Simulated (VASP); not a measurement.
# TiC (Cmmm) in VASP: relaxation of cell and atoms with PBE

Aim: the relaxation of cell and atoms of TiC with PBE.

All numbers are computed with VASP 6.6.1; they aren't measurements. Logs are shortened: lines on timing, memory, paths and dates and some standing lists are left out, and cuts for length are marked.

## Step 1: The cell of the first run

It takes space group Cmmm (No. 65, orthorhombic). The conventional cell has a = 6.136 Å, b = 9.353 Å, c = 3.913 Å, α = 90.00°, β = 90.00°, γ = 90.00°. Ti (site symmetry m2m) has 2 C at 1.85 Å within 2.5 Å. Ti (site symmetry mmm) has 2 C at 1.96 Å within 2.6 Å. Within 2.5 Å of C (site symmetry 2/m) lie 2 Ti at 1.85 Å. C (site symmetry mmm) has 2 Ti at 1.96 Å within 2.6 Å.

## Step 2: Relaxation of cell and atoms, PBE

INCAR

```
SYSTEM = TiC
PREC     = Accurate       ! precision mode
ENCUT    = 600            ! plane-wave cutoff, eV
EDIFF    = 1E-6           ! SCF threshold, eV
ISMEAR   = 0              ! smearing method
SIGMA    = 0.1            ! smearing width, eV
LREAL    = .False.        ! projectors in reciprocal space
LASPH    = .True.         ! aspherical terms in the spheres
NELM     = 60             ! most SCF steps
ALGO     = Normal         ! electronic algorithm
ISIF     = 3              ! what is computed and relaxed
LWAVE    = .False.        ! write WAVECAR
LCHARG   = .False.        ! write CHGCAR
GGA      = PE             ! functional
IBRION   = 2              ! ionic algorithm
NSW      = 100            ! ionic steps
EDIFFG   = -0.01          ! ionic threshold
```

KPOINTS

```
Automatic mesh
0
Gamma
  8 8 10
  0 0 0
```

POSCAR

```
TiC
1.0
    3.0681622060     -4.6764317222      0.0000000000
    3.0681622060      4.6764317222      0.0000000000
    0.0000000000      0.0000000000      3.9131909072
Ti C
3 3
Direct
    0.1388909869      0.8611090131      0.5000000000
    0.8611090131      0.1388909869      0.5000000000
    0.5000000000      0.5000000000      0.5000000000
    0.0000000000      0.5000000000      0.5000000000
    0.5000000000      0.0000000000      0.5000000000
    0.5000000000      0.5000000000      0.0000000000
```

Potentials or basis: VASP PAW PBE potentials, release 64 (Ti_sv, C).

On the command line:

```bash
> cat potpaw_PBE.64/Ti_sv/POTCAR potpaw_PBE.64/C/POTCAR > POTCAR
> mpirun -np 1 vasp_std > vasp.out
```

OUTCAR:

```text
SYSTEM = TiC
   PREC = Accurate
   ENCUT = 600
   EDIFF = 1E-6
   ISMEAR = 0
   LREAL = .False.
   LASPH = .True.
   NELM = 60
   ISIF = 3
   GGA = PE
   IBRION = 2
   NSW = 100
   EDIFFG = -0.01

 ion  position               nearest neighbor table
   1  0.139  0.861  0.500-   4 1.85   5 1.85   2 2.60
   2  0.861  0.139  0.500-   4 1.85   5 1.85   1 2.60
   3  0.500  0.500  0.500-   6 1.96   6 1.96
   4  0.000  0.500  0.500-   1 1.85   2 1.85
   5  0.500  0.000  0.500-   1 1.85   2 1.85
   6  0.500  0.500  0.000-   3 1.96   3 1.96

  LATTYP: Found a base centered orthorhombic cell.
 ALAT       =     6.1363244120
 B/A-ratio  =     1.5241800818
 C/A-ratio  =     0.6377092612

  Lattice vectors:

 A1 = (   3.0681622060,  -4.6764317222,   0.0000000000)
 A2 = (   3.0681622060,   4.6764317222,   0.0000000000)
 A3 = (   0.0000000000,   0.0000000000,   3.9131909072)

Analysis of symmetry for initial positions (statically):
=====================================================================
 Subroutine PRICEL returns:
 Original cell was already a primitive cell.

 Routine SETGRP: Setting up the symmetry group for a
 base centered orthorhombic supercell.

 Subroutine GETGRP returns: Found  8 space group operations
 (whereof  8 operations were pure point group operations)
 out of a pool of  8 trial point group operations.

The static configuration has the point symmetry D_2h.

Analysis of symmetry for dynamics (positions and initial velocities):
=====================================================================
 Subroutine PRICEL returns:
 Original cell was already a primitive cell.

 Routine SETGRP: Setting up the symmetry group for a
 base centered orthorhombic supercell.

 Subroutine GETGRP returns: Found  8 space group operations
 (whereof  8 operations were pure point group operations)
 out of a pool of  8 trial point group operations.

The dynamic configuration has the point symmetry D_2h.

 Subroutine INISYM returns: Found  8 space group operations
 (whereof  8 operations are pure point group operations),
 and found     1 'primitive' translations

----------------------------------------------------------------------------------------

                                     Primitive cell

  volume of cell :     112.2933

  direct lattice vectors                    reciprocal lattice vectors
     3.068162206 -4.676431722  0.000000000     0.162964005 -0.106919128  0.000000000
     3.068162206  4.676431722  0.000000000     0.162964005  0.106919128  0.000000000
     0.000000000  0.000000000  3.913190907     0.000000000  0.000000000  0.255545928

  length of vectors
     5.593087964  5.593087964  3.913190907     0.194907585  0.194907585  0.255545928

  position of ions in fractional coordinates (direct lattice)
     0.138890987  0.861109013  0.500000000
     0.861109013  0.138890987  0.500000000
     0.500000000  0.500000000  0.500000000
     0.000000000  0.500000000  0.500000000
     0.500000000  0.000000000  0.500000000
     0.500000000  0.500000000  0.000000000

  ion indices of the primitive-cell ions
   primitive index   ion index
                 1           1
                 2           2
                 3           3
                 4           4
                 5           5
                 6           6

----------------------------------------------------------------------------------------

 KPOINTS: Automatic mesh

Automatic generation of k-mesh.
 Grid dimensions read from file:
 generate k-points for:    8    8   10

 Generating k-lattice:

  Cartesian coordinates                     Fractional coordinates (reciprocal lattice)
     0.020370501 -0.013364891  0.000000000     0.125000000  0.000000000  0.000000000
     0.020370501  0.013364891  0.000000000     0.000000000  0.125000000  0.000000000
     0.000000000  0.000000000  0.025554593     0.000000000  0.000000000  0.100000000

  Length of vectors
     0.024363448  0.024363448  0.025554593

  Shift w.r.t. Gamma in fractional coordinates (k-lattice)
     0.000000000  0.000000000  0.000000000

 Subroutine IBZKPT returns following result:
 ===========================================

 Found    126 irreducible k-points:

 Following reciprocal coordinates:
            Coordinates               Weight
  0.000000  0.000000  0.000000      1.000000
  0.125000 -0.000000  0.000000      4.000000
  0.250000 -0.000000  0.000000      4.000000
  0.375000  0.000000  0.000000      4.000000
  0.500000 -0.000000  0.000000      2.000000
  0.125000  0.125000  0.000000      2.000000
[... 16 lines left out ...]
  0.125000 -0.000000  0.100000      8.000000
  0.250000 -0.000000  0.100000      8.000000
 [... further k-points ...]
   k-points           NKPTS =    126   k-points in BZ     NKDIM =    126   number of bands    NBANDS=     28
   number of dos      NEDOS =    301   number of ions     NIONS =      6
   total plane-waves  NPLWV =  73728
   dimension x,y,z NGX =    48 NGY =   48 NGZ =   32
   dimension x,y,z NGXF=    96 NGYF=   96 NGZF=   64
   ions per type =               3   3
   NGX,Y,Z   is equivalent  to a cutoff of  14.27, 14.27, 13.59 a.u.
   NGXF,Y,Z  is equivalent  to a cutoff of  28.53, 28.53, 27.19 a.u.
 SYSTEM =  TiC
   PREC   = accura    normal or accurate (medium, high low for compatibility)
   ISTART =      0    job   : 0-new  1-cont  2-samecut
   ICHARG =      2    charge: 1-file 2-atom 10-const
   ISPIN  =      1    spin polarized calculation?
   LNONCOLLINEAR =      F non collinear calculations
   LSORBIT =      F    spin-orbit coupling
   LASPH  =      T    aspherical Exc in radial PAW
   ENCUT  =  600.0 eV  44.10 Ry    6.64 a.u.  11.17 11.17  7.82*2*pi/ulx,y,z
   NELM   =     60;   NELMIN=  2; NELMDL= -5     # of ELM steps
   EDIFF  = 0.1E-05   stopping-criterion for ELM
   LREAL  =      F    real-space projection
   EDIFFG = -.1E-01   stopping-criterion for IOM
   NSW    =    100    number of steps for IOM
   IBRION =      2    ionic relax: 0-MD 1-quasi-New 2-CG
   NFREE  =      1    steps in history (QN), initial steepest desc. (CG)
   ISIF   =      3    stress and relaxation
   ISYM   =      2    0-nonsym 1-usesym 2-fastsym
   POTIM  = 0.5000    time-step for ionic-motion
   TEBEG  =    0.0;   TEEND  =   0.0 temperature during run
   PSTRESS=    0.0 pullay stress
   NELECT =      48.0000    total number of electrons
   NUPDOWN=      -1.0000    fix difference up-down
   EMIN   =  10.00;   EMAX   =-10.00  energy-range for DOS
   EFERMI =   0.00;   METHOD = LEGACY
   ISMEAR =     0;   SIGMA  =   0.10  broadening in eV -4-tet -1-fermi 0-gaus
   EFERMI_NEDOS =   21; number of points for ismear=-14 and -15
   IALGO  =     38    algorithm
   IMIX   =      4    mixing-type and parameters
     AMIX     =   0.40;   BMIX     =  1.00
     AMIX_MAG =   1.60;   BMIX_MAG =  1.00
  volume/ion in A,a.u.               =      18.72       126.30
  Fermi-wavevector in a.u.,A,eV,Ry     =   1.233211  2.330430 20.691855  1.520808
  Thomas-Fermi vector in A             =   2.367950
   LORBIT       =      0    0 simple, 1 ext, 2 COOP (PROOUT), +10 PAW based schemes
   GGA     = PE    functional components
   LHFCALC =     F    Hartree Fock is set to
   AEXX    =    0.0000 exact exchange contribution
   IVDW    =     0    specifies the selected vdW correction
   LEPSILON=     F    determine dielectric tensor
   LRPA    =     F    only Hartree local field effects (RPA)
 conjugate gradient relaxation of ions
 non-spin polarized calculation
 Gauss-broadening in eV      SIGMA  =   0.10
  energy-cutoff  :      600.00
  volume of cell :      112.29
 maximum number of plane-waves:      3765
 NGX is ok and might be reduce to    48
   NGX = 23   NGY = 23   NGZ = 15

--------------------------------------- Ionic step        1  -------------------------------------------

 number of electron      48.0000002 magnetization

 Free energy of the ion-electron system (eV)
  ---------------------------------------------------
  ext. energy  EPLUGINS =         0.00000000
  ---------------------------------------------------
  free energy    TOTEN  =       -41.58617495 eV

  energy without entropy =      -41.55652836  energy(sigma->0) =      -41.57135166

------------------------ aborting loop because EDIFF is reached ----------------------------------------

  FORCE on cell =-STRESS in cart. coord.  units (eV):
  Direction    XX          YY          ZZ          XY          YZ          ZX
  --------------------------------------------------------------------------------------
  -------------------------------------------------------------------------------------
  Total        0.3413919     -0.1106413     -0.1935302      0.0000000      0.0000000      0.0000000
  in kB        4.8709072     -1.5786066     -2.7612485      0.0000000      0.0000000      0.0000000
  external PRESSURE =       0.1770174 kB  Pullay stress =       0.0000000 kB
[... 101 lines left out ...]
  FREE ENERGIE OF THE ION-ELECTRON SYSTEM (eV)
  ---------------------------------------------------
  free  energy   TOTEN  =       -41.5873477964 eV

  energy  without entropy=      -41.5576928326  energy(sigma->0) =      -41.57252031

[... ionic steps 4 to 14 ...]

--------------------------------------- Ionic step       15  -------------------------------------------

 number of electron      48.0000002 magnetization

------------------------ aborting loop because EDIFF is reached ----------------------------------------

  FORCE on cell =-STRESS in cart. coord.  units (eV):
  Direction    XX          YY          ZZ          XY          YZ          ZX
  --------------------------------------------------------------------------------------
  -------------------------------------------------------------------------------------
  Total       -0.1511005     -0.0941776     -0.1034425     -0.0000000      0.0000000      0.0000000
  in kB       -2.1738097     -1.3548869     -1.4881771     -0.0000000      0.0000000      0.0000000
  external PRESSURE =      -1.6722912 kB  Pullay stress =       0.0000000 kB
[... 65 lines left out ...]
  energy  without entropy=      -41.5588060989  energy(sigma->0) =      -41.57402294

--------------------------------------- Ionic step       17  -------------------------------------------

 number of electron      48.0000002 magnetization

 Free energy of the ion-electron system (eV)
  ---------------------------------------------------
  ext. energy  EPLUGINS =         0.00000000
  ---------------------------------------------------
  free energy    TOTEN  =       -41.58926512 eV

  energy without entropy =      -41.55887305  energy(sigma->0) =      -41.57406908

 E-fermi :   3.2885     XC(G=0):  -9.3727

 val. band max:        3.2867188773   @ k =  -0.3750   0.1250   0.3000
 cond. band min:       3.2894975021   @ k =   0.2500  -0.0000   0.3000
 fundamental gap:      0.0027786248
 Fermi energy:         3.2885455380

 k-point     1 :       0.0000    0.0000    0.0000
  band No.  band energies     occupation
      1     -53.6821      2.00000
      2     -53.0742      2.00000
      3     -52.9826      2.00000
      4     -30.0558      2.00000
      5     -29.9706      2.00000
      6     -29.7997      2.00000
[... 733 lines left out ...]
     27       4.0073      0.00000
     28       4.4571      0.00000

 [... further k-points ...]

------------------------ aborting loop because EDIFF is reached ----------------------------------------

  FORCE on cell =-STRESS in cart. coord.  units (eV):
  Direction    XX          YY          ZZ          XY          YZ          ZX
  --------------------------------------------------------------------------------------
  -------------------------------------------------------------------------------------
  Total       -0.0003827     -0.0223368     -0.0109576      0.0000000      0.0000000      0.0000000
  in kB       -0.0055146     -0.3218486     -0.1578877      0.0000000      0.0000000      0.0000000
  external PRESSURE =      -0.1617503 kB  Pullay stress =       0.0000000 kB
[... 21 lines left out ...]
  FREE ENERGIE OF THE ION-ELECTRON SYSTEM (eV)
  ---------------------------------------------------
  free  energy   TOTEN  =       -41.5892651168 eV

  energy  without entropy=      -41.5588730469  energy(sigma->0) =      -41.57406908

 reached required accuracy - stopping structural energy minimisation
```

Run time: 38 min. Hardware: 1 thread of Intel Xeon 6975P-C (Granite Rapids), shared host; peak memory 0.55 GiB.

Results:

| Property | Result |
| --- | --- |
| Free energy | -41.5893 eV |
| Relaxed volume | 18.53 Å³/atom |
| Relaxed cell | a = 5.555 Å, b = 5.555 Å, c = 3.908 Å, α = 90.00°, β = 90.00°, γ = 112.76° |
| Space group after relaxing (to 0.05 Å) | Cmmm (No. 65) |
| Energy gained by relaxing | 0.5 meV/atom |
| Ionic steps | 17 |
| Pressure after relaxing | 0.0 GPa |
| Largest force after relaxing | 0.005 eV/Å |
| Band gap on the k mesh | zero (band 24 reaches 3.81 eV, above the bottom of band 25 at 3.01 eV) |

Forces on the atoms (eV/Å):
```
Ti   0.000 -0.005  0.000
Ti   0.000  0.005  0.000
Ti   0.000  0.000  0.000
C    0.000  0.000  0.000
C    0.000  0.000  0.000
C    0.000  0.000  0.000
```

The path:
```tsv
step	energy change (eV)	largest force (eV/Å)	pressure (GPa)	volume (Å³)
1	0.0000	0.1435	0.02	112.29
2	-0.0010	0.0519	-0.46	112.33
3	-0.0012	0.0021	-0.33	112.32
4	-0.0023	0.0031	-0.12	111.73
5	-0.0025	0.0049	0.10	111.16
6	-0.0025	0.0032	0.11	111.25
7	-0.0025	0.0031	-0.03	111.49
8	-0.0025	0.0037	0.02	111.34
9	-0.0025	0.0046	0.03	111.31
10	-0.0025	0.0044	0.04	111.28
11	-0.0029	0.0149	0.06	111.24
12	-0.0030	0.0251	0.05	111.21
13	-0.0028	0.0451	0.09	111.14
14	-0.0030	0.0297	0.08	111.19
15	-0.0029	0.0467	-0.17	111.37
16	-0.0031	0.0008	-0.03	111.26
17	-0.0031	0.0048	-0.02	111.19
```

Final structure:
```
CELL_PARAMETERS angstrom
3.07561 -4.62563 0.00000
3.07561 4.62563 0.00000
0.00000 0.00000 3.90794
ATOMIC_POSITIONS crystal
Ti 0.13743 0.86257 0.50000
Ti 0.86257 0.13743 0.50000
Ti 0.50000 0.50000 0.50000
C 0.00000 0.50000 0.50000
C 0.50000 0.00000 0.50000
C 0.50000 0.50000 0.00000
```

Levels at points of the mesh, in eV from the Fermi level:
```tsv
k point	band 22	band 23	band 24	band 25	band 26	band 27
(0.00, 0.00, 0.00)	-0.70	0.16	0.38	0.54	0.95	0.95
(0.50, 0.00, 0.00)	-0.82	-0.02	0.16	0.73	0.83	0.99
(0.50, 0.50, 0.00)	-0.54	-0.42	-0.27	0.26	0.98	1.01
(0.00, 0.00, 0.50)	-1.52	-1.42	-0.15	-0.07	-0.03	0.42
(0.50, 0.00, 0.50)	-1.72	-1.60	-0.52	0.24	0.38	0.74
(0.50, 0.50, 0.50)	-0.65	-0.56	-0.30	-0.12	0.46	0.77
```
